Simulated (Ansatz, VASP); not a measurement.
## GaAs: VASP beside Ansatz

```
Ga As
1.0
     0.00000    2.85484    2.85484
     2.85484    0.00000    2.85484
     2.85484    2.85484    0.00000
Ga As
1 1
Direct
  0.00000 0.00000 0.00000
  0.75000 0.75000 0.75000
```

Change from the starting cell: volume scaled by 1.03, PAW files.

Alike in both runs: task electric field gradients; functional LDA; k mesh 11 × 11 × 11; occupations fermi-dirac, width 0.05 eV; no spin polarisation.

```csv
,VASP,Ansatz
version,VASP 6.6.1,Ansatz 0.2.0
potentials or method,"VASP PAW LDA potentials, release 64 (Ga_d, As)","PAW with Ansatz's default frozen-core files, scalar-relativistic"
plane-wave cutoff (eV),520,420
valence electrons in the cell,18,28
```

```csv
,VASP,Ansatz,Ansatz less VASP
pressure (GPa),-3.4,-3.7,-0.24
```

LDA's correlation is that of Perdew and Zunger in VASP and of Perdew and Wang (1992) in Ansatz. VASP's potentials hold 18 valence electrons a cell and Ansatz's 28, so a difference there can come from the potentials and not from the codes.
